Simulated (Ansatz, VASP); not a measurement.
**Two plane-wave programs on CdCo3B**

```xyz
5
Lattice="3.8876 0.0000 0.0000 0.0000 3.8876 0.0000 0.0000 0.0000 3.8876" Properties=species:S:1:pos:R:3 pbc="T T T"
Cd    0.0000    0.0000    0.0000
B     1.9438    1.9438    1.9438
Co    1.9438    1.9438    0.0000
Co    1.9438    0.0000    1.9438
Co    0.0000    1.9438    1.9438
```

Alike in both runs: task single point; functional PBE; k mesh 10 × 10 × 10; occupations gaussian, width 0.1 eV; collinear spin.

```csv
,VASP,Ansatz
version,VASP 6.6.1,Ansatz 0.2.0
potentials or method,"VASP PAW PBE potentials, release 64 (Cd, B, Co), cutoff 520 eV","scalar-relativistic, plane waves, PAW"
valence electrons in the cell,42,74
```

|  | VASP | Ansatz | Ansatz less VASP |
| --- | --- | --- | --- |
| gap on the k mesh at the Fermi level (eV) | none | none | - |
| pressure (GPa) | 0.5 | 0.0 | -0.47 |
| net moment per atom (μB) | 0.42 | 0.42 | +0.001 |
| size of the moment on the site where the two differ most (μB) | 0.77 | 0.75 | -0.020 |

Site moments also hang on the region over which each program counts them. A gap of «none» marks a metal or a gap that the smearing closes. The functional is the same, so the differences come from potentials, cutoffs and numerics. VASP's potentials hold 42 valence electrons a cell and Ansatz's 74, so a difference there can come from the potentials and not from the codes.
